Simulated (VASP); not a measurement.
# AlB2P3 (P6/mmm) in VASP: further runs

AlB2P3 is run at these levels: PBE; tasks: single point.

Program: VASP 6.6.1. These are calculated values, not measurements. Logs are shortened: lines on timing, memory, paths and dates and some standing lists are left out, and cuts for length are marked.

### 1 The cell of the first run

It takes space group P6/mmm (No. 191, hexagonal). Conventional cell: a = 4.382 Å, b = 4.382 Å, c = 4.418 Å, α = 90.00°, β = 90.00°, γ = 120.00°. Within 2.9 Å of Al (site symmetry 6/mmm) lie 8 P at 2.21 to 2.53 Å. B (site symmetry -6m2) has 5 P at 2.21 to 2.53 Å and 3 B at 2.53 Å within 2.9 Å. P (site symmetry -6m2) has 2 B at 2.21 Å and 3 P at 2.53 Å and 3 Al at 2.53 Å within 2.9 Å. P (site symmetry 6/mmm) has 2 Al at 2.21 Å and 6 B at 2.53 Å within 2.9 Å.

### 2 Single point, PBE

Input file INCAR:

```
PREC = Accurate ; ENCUT = 520
EDIFF = 1E-6 ; ISMEAR = 0
SIGMA = 0.1 ; LREAL = F
LASPH = T ; NELM = 80
ALGO = Normal ; ISIF = 2
LWAVE = F ; LCHARG = T
GGA = PE ; LELF = T
LVHAR = T ; NBANDS = 21
```

Input file KPOINTS:

```
regular mesh
0
Gamma
  6 6 4
```

Input file POSCAR:

```
AlB2P3
1.0
    4.3821692101      0.0000000000      0.0000000000
   -2.1910846051      3.7950698596      0.0000000000
    0.0000000000      0.0000000000      4.4177968592
Al B P
1 2 3
Direct
    0.0000000000      0.0000000000      0.0000000000
    0.3333333333      0.6666666667      0.5000000000
    0.6666666667      0.3333333333      0.5000000000
    0.3333333333      0.6666666667      0.0000000000
    0.6666666667      0.3333333333      0.0000000000
    0.0000000000      0.0000000000      0.5000000000
```

Potentials or basis: VASP PAW PBE potentials, release 64 (Al, B, P).

The run is started by

```bash
cat potpaw_PBE.64/Al/POTCAR potpaw_PBE.64/B/POTCAR potpaw_PBE.64/P/POTCAR > POTCAR
mpirun -np 1 vasp_std > vasp.out
```

OUTCAR:

```text
PREC = Accurate
   ENCUT = 520
   EDIFF = 1E-6
   ISMEAR = 0
   LREAL = F
   LASPH = T
   NELM = 80
   ISIF = 2
   GGA = PE

 ion  position               nearest neighbor table
   1  0.000  0.000  0.000-   6 2.21   6 2.21   4 2.53   5 2.53   5 2.53   4 2.53   5 2.53   4 2.53

   2  0.333  0.667  0.500-   4 2.21   4 2.21   6 2.53   6 2.53   6 2.53
   3  0.667  0.333  0.500-   5 2.21   5 2.21   6 2.53   6 2.53   6 2.53
   4  0.333  0.667  0.000-   2 2.21   2 2.21   5 2.53   5 2.53   1 2.53   1 2.53   1 2.53   5 2.53

   5  0.667  0.333  0.000-   3 2.21   3 2.21   4 2.53   4 2.53   1 2.53   1 2.53   1 2.53   4 2.53

   6  0.000  0.000  0.500-   1 2.21   1 2.21   3 2.53   2 2.53   3 2.53   2 2.53   3 2.53   2 2.53

  LATTYP: Found a hexagonal cell.
 ALAT       =     4.3821692101
 C/A-ratio  =     1.0081301400

  Lattice vectors:

 A1 = (   4.3821692101,   0.0000000000,   0.0000000000)
 A2 = (  -2.1910846051,   3.7950698596,   0.0000000000)
 A3 = (   0.0000000000,   0.0000000000,   4.4177968592)

Analysis of symmetry for initial positions (statically):
=====================================================================
 Subroutine PRICEL returns:
 Original cell was already a primitive cell.

 Routine SETGRP: Setting up the symmetry group for a
 hexagonal supercell.

 Subroutine GETGRP returns: Found 24 space group operations
 (whereof 24 operations were pure point group operations)
 out of a pool of 24 trial point group operations.

The static configuration has the point symmetry D_6h.

Analysis of symmetry for dynamics (positions and initial velocities):
=====================================================================
 Subroutine PRICEL returns:
 Original cell was already a primitive cell.

 Routine SETGRP: Setting up the symmetry group for a
 hexagonal supercell.

 Subroutine GETGRP returns: Found 24 space group operations
 (whereof 24 operations were pure point group operations)
 out of a pool of 24 trial point group operations.

The dynamic configuration has the point symmetry D_6h.

 Subroutine INISYM returns: Found 24 space group operations
 (whereof 24 operations are pure point group operations),
 and found     1 'primitive' translations

----------------------------------------------------------------------------------------

                                     Primitive cell

  volume of cell :      73.4708

  direct lattice vectors                    reciprocal lattice vectors
     4.382169210  0.000000000  0.000000000     0.228197487  0.131749880  0.000000000
    -2.191084605  3.795069860  0.000000000     0.000000000  0.263499761  0.000000000
     0.000000000  0.000000000  4.417796859     0.000000000  0.000000000  0.226357171

  length of vectors
     4.382169210  4.382169210  4.417796859     0.263499761  0.263499761  0.226357171

  position of ions in fractional coordinates (direct lattice)
     0.000000000  0.000000000  0.000000000
     0.333333333  0.666666667  0.500000000
     0.666666667  0.333333333  0.500000000
     0.333333333  0.666666667  0.000000000
     0.666666667  0.333333333  0.000000000
     0.000000000  0.000000000  0.500000000

  ion indices of the primitive-cell ions
   primitive index   ion index
                 1           1
                 2           2
                 3           3
                 4           4
                 5           5
                 6           6

----------------------------------------------------------------------------------------

 KPOINTS: regular mesh

Automatic generation of k-mesh.
 Grid dimensions read from file:
 generate k-points for:    6    6    4

 Generating k-lattice:

  Cartesian coordinates                     Fractional coordinates (reciprocal lattice)
     0.038032914  0.021958313  0.000000000     0.166666667  0.000000000  0.000000000
     0.000000000  0.043916627  0.000000000     0.000000000  0.166666667  0.000000000
     0.000000000  0.000000000  0.056589293     0.000000000  0.000000000  0.250000000

  Length of vectors
     0.043916627  0.043916627  0.056589293

  Shift w.r.t. Gamma in fractional coordinates (k-lattice)
     0.000000000  0.000000000  0.000000000

 Subroutine IBZKPT returns following result:
 ===========================================

 Found     21 irreducible k-points:

 Following reciprocal coordinates:
            Coordinates               Weight
  0.000000  0.000000  0.000000      1.000000
  0.166667  0.000000  0.000000      6.000000
  0.333333  0.000000  0.000000      6.000000
  0.500000  0.000000  0.000000      3.000000
  0.166667  0.166667  0.000000      6.000000
  0.333333  0.166667  0.000000     12.000000
[... 13 lines left out ...]
  0.333333  0.166667  0.500000     12.000000
  0.333333  0.333333  0.500000      2.000000
   k-points           NKPTS =     21   k-points in BZ     NKDIM =     21   number of bands    NBANDS=     21
   number of dos      NEDOS =    301   number of ions     NIONS =      6
   total plane-waves  NPLWV =  46656
   dimension x,y,z NGX =    36 NGY =   36 NGZ =   36
   dimension x,y,z NGXF=    72 NGYF=   72 NGZF=   72
   ions per type =               1   2   3
   NGX,Y,Z   is equivalent  to a cutoff of  13.66, 13.66, 13.55 a.u.
   NGXF,Y,Z  is equivalent  to a cutoff of  27.31, 27.31, 27.09 a.u.
 SYSTEM =  unknown system
   PREC   = accura    normal or accurate (medium, high low for compatibility)
   ISTART =      0    job   : 0-new  1-cont  2-samecut
   ICHARG =      2    charge: 1-file 2-atom 10-const
   ISPIN  =      1    spin polarized calculation?
   LNONCOLLINEAR =      F non collinear calculations
   LSORBIT =      F    spin-orbit coupling
   LASPH  =      T    aspherical Exc in radial PAW
   ENCUT  =  520.0 eV  38.22 Ry    6.18 a.u.   8.15  8.15  8.21*2*pi/ulx,y,z
   NELM   =     80;   NELMIN=  2; NELMDL= -5     # of ELM steps
   EDIFF  = 0.1E-05   stopping-criterion for ELM
   LREAL  =      F    real-space projection
   EDIFFG = 0.1E-04   stopping-criterion for IOM
   NSW    =      0    number of steps for IOM
   IBRION =     -1    ionic relax: 0-MD 1-quasi-New 2-CG
   NFREE  =      0    steps in history (QN), initial steepest desc. (CG)
   ISIF   =      2    stress and relaxation
   ISYM   =      2    0-nonsym 1-usesym 2-fastsym
   POTIM  = 0.5000    time-step for ionic-motion
   TEBEG  =    0.0;   TEEND  =   0.0 temperature during run
   PSTRESS=    0.0 pullay stress
   NELECT =      24.0000    total number of electrons
   NUPDOWN=      -1.0000    fix difference up-down
   EMIN   =  10.00;   EMAX   =-10.00  energy-range for DOS
   EFERMI =   0.00;   METHOD = LEGACY
   ISMEAR =     0;   SIGMA  =   0.10  broadening in eV -4-tet -1-fermi 0-gaus
   EFERMI_NEDOS =   21; number of points for ismear=-14 and -15
   IALGO  =     38    algorithm
   IMIX   =      4    mixing-type and parameters
     AMIX     =   0.40;   BMIX     =  1.00
     AMIX_MAG =   1.60;   BMIX_MAG =  1.00
  volume/ion in A,a.u.               =      12.25        82.63
  Fermi-wavevector in a.u.,A,eV,Ry     =   1.127475  2.130619 17.295733  1.271200
  Thomas-Fermi vector in A             =   2.264162
   LORBIT       =      0    0 simple, 1 ext, 2 COOP (PROOUT), +10 PAW based schemes
   GGA     = PE    functional components
   LHFCALC =     F    Hartree Fock is set to
   AEXX    =    0.0000 exact exchange contribution
   IVDW    =     0    specifies the selected vdW correction
   LEPSILON=     F    determine dielectric tensor
   LRPA    =     F    only Hartree local field effects (RPA)
 non-spin polarized calculation
 Gauss-broadening in eV      SIGMA  =   0.10
  energy-cutoff  :      520.00
  volume of cell :       73.47
 maximum number of plane-waves:      2027
 NGX is ok and might be reduce to    36
   NGX = 17   NGY = 17   NGZ = 17

 number of electron      23.9999999 magnetization

 Free energy of the ion-electron system (eV)
  ---------------------------------------------------
  ext. energy  EPLUGINS =         0.00000000
  ---------------------------------------------------
  free energy    TOTEN  =       -28.63391523 eV

  energy without entropy =      -28.62092146  energy(sigma->0) =      -28.62741835

 E-fermi :   8.8571     XC(G=0): -11.3386

 val. band max:        8.8521135593   @ k =   0.5000   0.0000   0.2500
 cond. band min:       8.8596048378   @ k =   0.0000   0.0000   0.5000
 fundamental gap:      0.0074912786
 Fermi energy:         8.8571440633

 k-point     1 :       0.0000    0.0000    0.0000
  band No.  band energies     occupation
      1      -6.7576      2.00000
      2      -1.4853      2.00000
      3       0.8053      2.00000
      4       1.1647      2.00000
      5       3.1975      2.00000
      6       3.1975      2.00000
[... 13 lines left out ...]
     20      14.6816      0.00000
     21      14.6816      0.00000

 k-point     2 :       0.1667    0.0000    0.0000
  band No.  band energies     occupation
      1      -6.4987      2.00000
      2      -1.6041      2.00000
      3      -0.3506      2.00000
      4       1.4053      2.00000
      5       2.2818      2.00000
      6       2.2854      2.00000
[... 13 lines left out ...]
     20      14.9498      0.00000
     21      15.9014      0.00000

 k-point     3 :       0.3333    0.0000    0.0000
  band No.  band energies     occupation
      1      -5.7311      2.00000
      2      -2.8104      2.00000
      3      -1.1436      2.00000
      4       1.5430      2.00000
      5       2.1135      2.00000
      6       2.1216      2.00000
[... 13 lines left out ...]
     20      14.7155      0.00000
     21      15.6844      0.00000

 k-point     4 :       0.5000    0.0000    0.0000
  band No.  band energies     occupation
      1      -4.6384      2.00000
      2      -4.2872      2.00000
      3      -1.2313      2.00000
      4       1.2907      2.00000
      5       2.5517      2.00000
      6       3.1030      2.00000
[... 13 lines left out ...]
     20      14.7485      0.00000
     21      15.6528      0.00000

 k-point     5 :       0.1667    0.1667    0.0000
  band No.  band energies     occupation
      1      -5.9850      2.00000
      2      -1.9809      2.00000
      3      -1.6415      2.00000
      4       1.3957      2.00000
      5       1.8801      2.00000
      6       3.6284      2.00000
[... 13 lines left out ...]
     20      15.0691      0.00000
     21      15.2715      0.00000

 k-point     6 :       0.3333    0.1667    0.0000
  band No.  band energies     occupation
      1      -4.9816      2.00000
      2      -3.4818      2.00000
      3      -2.1729      2.00000
      4       1.7823      2.00000
      5       2.7919      2.00000
      6       2.9298      2.00000
[... 13 lines left out ...]
     20      14.9332      0.00000
     21      15.1319      0.00000

 k-point     7 :       0.3333    0.3333    0.0000
  band No.  band energies     occupation
      1      -3.8702      2.00000
      2      -3.8702      2.00000
      3      -3.4515      2.00000
      4       2.5965      2.00000
      5       3.1958      2.00000
      6       3.1958      2.00000
[... 13 lines left out ...]
     20      14.5736      0.00000
     21      15.4497      0.00000
[... 219 lines left out ...]
      1      -4.7907      2.00000
      2      -3.4036      2.00000
      3      -1.6514      2.00000
      4       0.0640      2.00000
      5       2.1694      2.00000
      6       2.6233      2.00000
[... 13 lines left out ...]
     20      14.8019      0.00000
     21      14.8804      0.00000

 k-point    18 :       0.5000    0.0000    0.5000
  band No.  band energies     occupation
      1      -4.0337      2.00000
      2      -2.8580      2.00000
      3      -2.8043      2.00000
      4      -0.8992      2.00000
      5       1.8540      2.00000
      6       2.3863      2.00000
[... 13 lines left out ...]
     20      12.8683      0.00000
     21      13.6518      0.00000

 k-point    19 :       0.1667    0.1667    0.5000
  band No.  band energies     occupation
      1      -5.0199      2.00000
      2      -3.5963      2.00000
      3      -1.0813      2.00000
      4       0.7285      2.00000
      5       1.3690      2.00000
      6       1.9525      2.00000
[... 13 lines left out ...]
     20      14.5687      0.00000
     21      15.6665      0.00000

 k-point    20 :       0.3333    0.1667    0.5000
  band No.  band energies     occupation
      1      -4.1455      2.00000
      2      -2.9185      2.00000
      3      -2.4629      2.00000
      4      -0.4645      2.00000
      5       0.4661      2.00000
      6       1.1190      2.00000
[... 13 lines left out ...]
     20      13.5059      0.00000
     21      14.5079      0.00000

 k-point    21 :       0.3333    0.3333    0.5000
  band No.  band energies     occupation
      1      -3.2702      2.00000
      2      -3.2702      2.00000
      3      -2.5924      2.00000
      4      -0.3205      2.00000
      5      -0.1752      2.00000
      6      -0.1752      2.00000
[... 13 lines left out ...]
     20      14.2439      0.00000
     21      14.2481      0.00000

------------------------ aborting loop because EDIFF is reached ----------------------------------------

  FORCE on cell =-STRESS in cart. coord.  units (eV):
  Direction    XX          YY          ZZ          XY          YZ          ZX
  --------------------------------------------------------------------------------------
  -------------------------------------------------------------------------------------
  Total       -0.0942579     -0.0942579     -0.0659817      0.0000000      0.0000000     -0.0000000
  in kB       -2.0554819     -2.0554819     -1.4388620      0.0000000      0.0000000     -0.0000000
  external PRESSURE =      -1.8499419 kB  Pullay stress =       0.0000000 kB

 VOLUME and BASIS-vectors are now :
 -----------------------------------------------------------------------------
  energy-cutoff  :      520.00
  volume of cell :       73.47
      direct lattice vectors                 reciprocal lattice vectors
     4.382169210  0.000000000  0.000000000     0.228197487  0.131749880  0.000000000
    -2.191084605  3.795069860  0.000000000     0.000000000  0.263499761  0.000000000
     0.000000000  0.000000000  4.417796859     0.000000000  0.000000000  0.226357171

 POSITION                                       TOTAL-FORCE (eV/Angst)
 -----------------------------------------------------------------------------------
      0.00000      0.00000      0.00000        -0.000000      0.000000      0.000000
     -0.00000      2.53005      2.20890         0.000000      0.000000      0.000000
      2.19108      1.26502      2.20890        -0.000000      0.000000      0.000000
     -0.00000      2.53005      0.00000        -0.000000      0.000000      0.000000
      2.19108      1.26502      0.00000         0.000000      0.000000     -0.000000
      0.00000      0.00000      2.20890        -0.000000      0.000000      0.000000
 -----------------------------------------------------------------------------------
    total drift:                                0.000000     -0.000000      0.000000

  FREE ENERGIE OF THE ION-ELECTRON SYSTEM (eV)
  ---------------------------------------------------
  free  energy   TOTEN  =       -28.6339152349 eV

  energy  without entropy=      -28.6209214585  energy(sigma->0) =      -28.62741835
```

Run time: 12 s. Hardware: 1 thread of Intel Xeon 6975P-C (Granite Rapids), shared host; peak memory 0.2 GiB.

Results:

```yaml
Free_energy: -28.6339 eV
Pressure: -0.2 GPa
Band_gap_on_the_k_mesh: zero (band 12 reaches 10.23 eV, above the bottom of band 13 at 6.53 eV)
```

Levels at points of the mesh, in eV from the Fermi level:
```csv
k point,band 8,band 9,band 10,band 11,band 12,band 13,band 14,band 15,band 16,band 17
"(0.00, 0.00, 0.00)",-4.88,-4.88,-2.59,-1.98,-0.26,-0.26,-0.01,-0.01,0.44,3.26
"(0.50, 0.00, 0.00)",-5.41,-3.10,-2.74,-1.92,0.16,1.05,1.08,2.67,2.83,3.48
"(0.00, 0.00, 0.50)",-4.34,-3.43,-3.43,-3.08,-3.08,-2.32,-2.32,0.00,0.84,4.92
"(0.50, 0.00, 0.50)",-5.26,-1.00,0.26,0.41,1.37,1.99,3.04,3.38,3.39,3.79
```

### 3 Single point, PBE

This run uses another cell than the first one, of 18.66 Å³/atom, 1.524 times its volume.

Input file INCAR:

```
PREC = Accurate
ENCUT = 520
EDIFF = 1E-7
ISMEAR = 0
SIGMA = 0.1
LREAL = False
LASPH = True
NELM = 60
ALGO = Normal
ISIF = 2
LWAVE = False
LCHARG = True
GGA = PE
LELF = True
LVHAR = True
NBANDS = 21
```

KPOINTS is that of step 2.

Input file POSCAR:

```
AlB2P3
1.0
    4.2553427000      0.0000000000      0.0000000000
   -2.1276713500      3.6852348800      0.0000000000
    0.0000000000      0.0000000000      7.1389378100
Al B P
1 2 3
Direct
    0.0000000000      0.0000000000      0.0000000000
    0.3333333300      0.6666666700      0.5000000000
    0.6666666700      0.3333333300      0.5000000000
    0.3333333300      0.6666666700      0.0000000000
    0.6666666700      0.3333333300      0.0000000000
    0.0000000000      0.0000000000      0.5000000000
```

Potentials or basis: VASP PAW PBE potentials, release 64 (Al, B, P).

The run is started by

```bash
cat potpaw_PBE.64/Al/POTCAR potpaw_PBE.64/B/POTCAR potpaw_PBE.64/P/POTCAR > POTCAR
mpirun -np 1 vasp_std > vasp.out
```

It took 24 s on 1 thread of Intel Xeon 6975P-C (Granite Rapids), shared host; peak memory 0.22 GiB.

The run converged. Its results:

```yaml
Free_energy: -25.0059 eV
Pressure: -7.8 GPa
Band_gap_on_the_k_mesh: zero (band 12 reaches 5.15 eV, above the bottom of band 13 at 2.82 eV)
```

Stress tensor (GPa, compression positive):
```
-9.20  0.00  0.00
 0.00 -9.20  0.00
 0.00  0.00 -4.85
```

Levels at points of the mesh, in eV from the Fermi level:
```csv
k point,band 9,band 10,band 11,band 12,band 13,band 14,band 15,band 16
"(0.00, 0.00, 0.00)",-2.78,-2.30,-2.30,-1.72,-1.49,-1.49,-0.94,0.58
"(0.50, 0.00, 0.00)",-3.02,-2.62,-0.15,0.82,2.17,2.66,2.93,3.04
"(0.00, 0.00, 0.50)",-2.66,-2.66,-2.44,-2.44,-1.51,-1.51,-1.05,0.61
"(0.50, 0.00, 0.50)",-2.44,-1.37,-1.35,-0.28,2.35,2.63,2.67,3.03
```
